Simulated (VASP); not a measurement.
Runs of VASP 6.6.1 on ZnHgO2. It takes space group P-4m2 (No. 115, tetragonal). The conventional cell has a = 3.326 Å, b = 3.326 Å, c = 5.193 Å, α = 90.00°, β = 90.00°, γ = 90.00°. Within 2.6 Å of Zn (site symmetry -4m2) lie 4 O at 1.97 Å. Within 2.6 Å of O (site symmetry 2mm) lie 2 Zn at 1.97 Å and 2 Hg at 2.27 Å. Hg (site symmetry -4m2) has 4 O at 2.27 Å within 3.0 Å. 

```tsv
potentials or basis	spin	k mesh	cutoff (eV)	smearing	second run	gap on the mesh (eV)	pressure (GPa)	moment (μB)	largest force (eV/Å)
VASP PAW PBE potentials, release 64 (Zn, O, Hg)	off	6 × 6 × 4	520	fermi-dirac 0.02 eV	-	none	6.0	-	0.01
VASP PAW PBE potentials, release 64 (Zn, O, Hg)	collinear, zero start	6 × 6 × 4	520	fermi-dirac 0.02 eV	-	none	6.0	0.00	0.01
VASP PAW PBE potentials, release 64 (Zn, O, Hg_sv_GW)	collinear, zero start	6 × 6 × 4	600	fermi-dirac 0.02 eV	valence_matched	none	5.3	0.00	0.07
VASP PAW PBE potentials, release 64 (Zn, O, Hg)	off	2 × 2 × 2	520	fermi-dirac 0.02 eV	-	none	(a)	-	0.07
VASP PAW PBE potentials, release 64 (Zn, O, Hg_sv_GW)	off	6 × 6 × 4	600	fermi-dirac 0.02 eV	valence_matched	none	5.3	-	0.07
VASP PAW PBE potentials, release 64 (Zn, O, Hg)	off	6 × 6 × 4	520	methfessel-paxton 0.5 eV	-	none	5.9	-	0.01
```

Alike in all rows: task single point; level PBE; cell as given.

Question: Fill in the values left out.

Answer: (a) 6.3.

Caveats: some runs use coarse meshes; spin-orbit coupling is left out, which moves the levels of the heavy elements.

A k mesh can miss the band edges, and the runs leave out spin-orbit coupling on Hg.

A gap of «none» marks levels without a gap at the run's occupations.

The runs don't all hold the same shells in valence.
